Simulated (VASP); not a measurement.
Wanted: the native input for a VASP 6.6.1 run.

- Task: single point
- Functional: PBE
- Potentials or basis: VASP PAW PBE potentials, release 64 (Rb_sv, Cl)
- Cutoff: 500 eV
- k mesh: 4 × 4 × 4
- Occupations: gaussian, width 0.1 eV
- Spin: no spin polarisation
- Dipole correction: no
- Further INCAR settings: ALGO = Normal; EDIFF = 1e-06; NBANDS = 15

The structure of RbCl lies in POSCAR:

```
RbCl
1.0
    0.0000000000      3.3087072400      3.3087072400
    3.3087072400      0.0000000000      3.3087072400
    3.3087072400      3.3087072400      0.0000000000
Rb Cl
1 1
Direct
    0.0000000000      0.0000000000      0.0000000000
    0.5000000000      0.5000000000      0.5000000000
```

One way to write it, as run:

INCAR

```
SYSTEM = RbCl
ALGO = Normal
EDIFF = 1E-6
ENCUT = 500
GGA = PE
GGA_COMPAT = .False.
ISIF = 2
ISMEAR = 0
LASPH = .True.
LCHARG = .False.
LREAL = .False.
LWAVE = .False.
NBANDS = 15
NELM = 120
PREC = Accurate
SIGMA = 0.1
```

KPOINTS

```
k-points
0
Gamma
  4 4 4
  0 0 0
```

Potentials or basis: VASP PAW PBE potentials, release 64 (Rb_sv, Cl).

The run is started by

```bash
$ cat potpaw_PBE.64/Rb_sv/POTCAR potpaw_PBE.64/Cl/POTCAR > POTCAR
$ mpirun -np 1 vasp_std > vasp.out
```

Results of the run:

```
Pressure               : 0.6 GPa
Band gap on the k mesh : 4.95 eV
```

Run time: 6.4 s on 1 thread of Intel(R) Xeon(R) 6975P-C (Granite Rapids) (shared host), peak memory 0.2 GiB.
